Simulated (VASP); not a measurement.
## SnSe: single point with r2SCAN+D4

The system is SnSe.

```
Sn Se
1.0
     0.00000    3.02993    3.02993
     3.02993    0.00000    3.02993
     3.02993    3.02993    0.00000
Sn Se
1 1
Direct
  0.00000 0.00000 0.00000
  0.50000 0.50000 0.50000
```

```json
{
 "Program": "VASP 6.6.1",
 "Task": "single point",
 "Functional": "r2SCAN",
 "Dispersion": "D4",
 "Potentials or basis": "VASP PAW PBE potentials, release 64 (Sn_d, Se)",
 "Cutoff": "520 eV",
 "k mesh": "8 × 8 × 8",
 "Occupations": "fermi-dirac, width 0.05 eV",
 "Spin": "no spin polarisation"
}
```

- Pressure: -1.7 GPa
- Band gap on the k mesh: 0.37 eV, direct
- Dispersion energy per atom: -0.131 eV

Levels at points of the mesh, in eV from the valence-band top:
```
           k point  band 8  band 9  band 10  band 11  band 12  band 13
(0.00, 0.00, 0.00)   -2.59   -2.59    -2.59     4.27     4.27     4.27
(0.50, 0.00, 0.00)   -2.33   -2.33     0.00     0.37     1.14     1.14
(0.50, 0.50, 0.00)   -5.82   -4.02    -4.02     3.17     5.33     5.33
```

It took 3 min on 1 thread of AMD EPYC 7R13, on a shared host, peak memory 0.17 GiB.

Caveat: the PAW data sets were made with another functional, which shifts forces and pressure a little; spin-orbit coupling is left out, which moves the levels of the heavy elements. A k mesh can miss the band edges.
